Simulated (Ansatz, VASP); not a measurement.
## Two plane-wave programs on BaTe

The input POSCAR:

```
BaTe
1.0
    0.0000000000      3.5316033800      3.5316033800
    3.5316033800      0.0000000000      3.5316033800
    3.5316033800      3.5316033800      0.0000000000
Ba Te
1 1
Direct
    0.0000000000      0.0000000000      0.0000000000
    0.5000000000      0.5000000000      0.5000000000
```

INCAR.step1

```
  PREC = Accurate
  ENCUT = 520
  ISMEAR = -1
  SIGMA = 0.02
  LREAL = F
  LASPH = T
  NELM = 60
  GGA = PE
  ALGO = Normal
  EDIFF = 1E-4
  LWAVE = T
  LCHARG = F
```

The input INCAR.step2:

```
  PREC = Accurate
  ENCUT = 520
  EDIFF = 1E-6
  ISMEAR = -1
  SIGMA = 0.02
  LREAL = F
  LASPH = T
  NELM = 60
  ALGO = Normal
  ISIF = 2
  LWAVE = F
  LCHARG = F
  METAGGA = R2SCAN
  LMIXTAU = T
  IBRION = 2
  NSW = 50
  EDIFFG = -0.01
  ISTART = 1
```

KPOINTS

```
regular mesh
0
Gamma
  8 8 8
```

Input for Ansatz:

```yaml
crystal:
  lattice:
    - [0.0, 3.53160338, 3.53160338]
    - [3.53160338, 0.0, 3.53160338]
    - [3.53160338, 3.53160338, 0.0]
  atoms:
    - { symbol: Ba, position: [0.0, 0.0, 0.0] }
    - { symbol: Te, position: [0.5, 0.5, 0.5] }
  symmetry: { tolerance: 0.0003 }
hamiltonian:
  xc: r2scan
  pseudopotentials: { kind: paw, azcp: { folder: soft_1 } }
basis:
  ecutwfc: 500
magnetization:
  spin_polarized: false
scf:
  occupations: { method: fermi_dirac, width: 0.02 }
kpoints:
  mp_grid: { grid: [8, 8, 8], shift: [0, 0, 0] }
  band_path:
    path:
      - [0.0, 0.0, 0.0]
      - [0.5, 0.0, 0.5]
      - [0.625, 0.25, 0.625]
      - [0.375, 0.375, 0.75]
      - [0.0, 0.0, 0.0]
      - [0.5, 0.5, 0.5]
      - [0.5, 0.25, 0.75]
      - [0.5, 0.0, 0.5]
    npoints: 10
output:
  forces: true
  stress: true
  eigenvalues: true
  write_potential: true
  elf: true
  volumetric_format: npy
  dos: { e_range: [-12, 8], de: 0.05 }
relax:
  max_steps: 30
```

Alike in both runs: task relaxation of the atoms; functional r2SCAN; k mesh 8 × 8 × 8; occupations fermi-dirac, width 0.02 eV; no spin polarisation.

```csv
,VASP,Ansatz
version,VASP 6.6.1,Ansatz 0.2.0
potentials or method,"VASP PAW PBE potentials, release 64 (Ba_sv, Te), cutoff 520 eV",PAW plane waves
valence electrons in the cell,16,26
```

Ansatz gave:

* gap on the k mesh at the Fermi level, each at its own relaxed structure (eV): 2.00

Task: What did VASP give for the same quantities?

Result: gap on the k mesh at the Fermi level, each at its own relaxed structure (eV): 1.93.

VASP's potentials were made for PBE, not for r2SCAN. VASP's potentials hold 16 valence electrons a cell and Ansatz's 26, so a difference there can come from the potentials and not from the codes. Ansatz's warnings: stress scf threshold loose.

Spin-orbit coupling is off throughout. Noted on VASP's run: the relaxation stopped at its first step, so nothing moved.
